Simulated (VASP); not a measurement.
Input of a VASP 6.6.1 run:

INCAR

```
SYSTEM = AlGa3N4
  PREC = Accurate
  ENCUT = 520
  EDIFF = 1E-7
  ISMEAR = 0
  SIGMA = 0.01
  LREAL = .FALSE.
  LASPH = .TRUE.
  NELM = 80
  ALGO = Normal
  ISIF = 2
  LWAVE = .FALSE.
  LCHARG = .FALSE.
  GGA = PS
  NBANDS = 41
```

KPOINTS

```
regular mesh
0
G
  6 6 6
  0 0 0
```

POSCAR

```
AlGa3N4
1.0
    4.4675724158      0.0000000000      0.0000000000
    0.0000000000      4.4675724158      0.0000000000
    0.0000000000      0.0000000000      4.4675724158
Al Ga N
1 3 4
Direct
    0.0000000000      0.0000000000      0.0000000000
    0.5000000000      0.5000000000      0.0000000000
    0.5000000000      0.0000000000      0.5000000000
    0.0000000000      0.5000000000      0.5000000000
    0.7550308527      0.7550308527      0.2449691473
    0.7550308527      0.2449691473      0.7550308527
    0.2449691473      0.7550308527      0.7550308527
    0.2449691473      0.2449691473      0.2449691473
```

Potentials or basis: VASP PAW PBE potentials, release 64 (Al, Ga_d, N).

Command:

```console
$ cat potpaw_PBE.64/Al/POTCAR potpaw_PBE.64/Ga_d/POTCAR potpaw_PBE.64/N/POTCAR > POTCAR
$ mpirun -np 1 vasp_std > vasp.out
```

Task: What does it give for the band gap on the k mesh?

Result: 2.31 eV, direct.

Task: What does it give for the largest force?

Result: 0.009 eV/Å.

Task: Predict the pressure.

Result: -0.2 GPa.

Forces in eV/Å, atoms in the order of the input:
```
Al   0.000  0.000  0.000
Ga   0.000  0.000  0.000
Ga   0.000  0.000  0.000
Ga   0.000  0.000  0.000
N   -0.005 -0.005  0.005
N   -0.005  0.005 -0.005
N    0.005 -0.005 -0.005
N    0.005  0.005  0.005
```

Caveat: the PAW data sets were made with another functional, which shifts forces and pressure a little. Expect the measured gap to be larger: semilocal functionals such as PBEsol lack the derivative discontinuity.
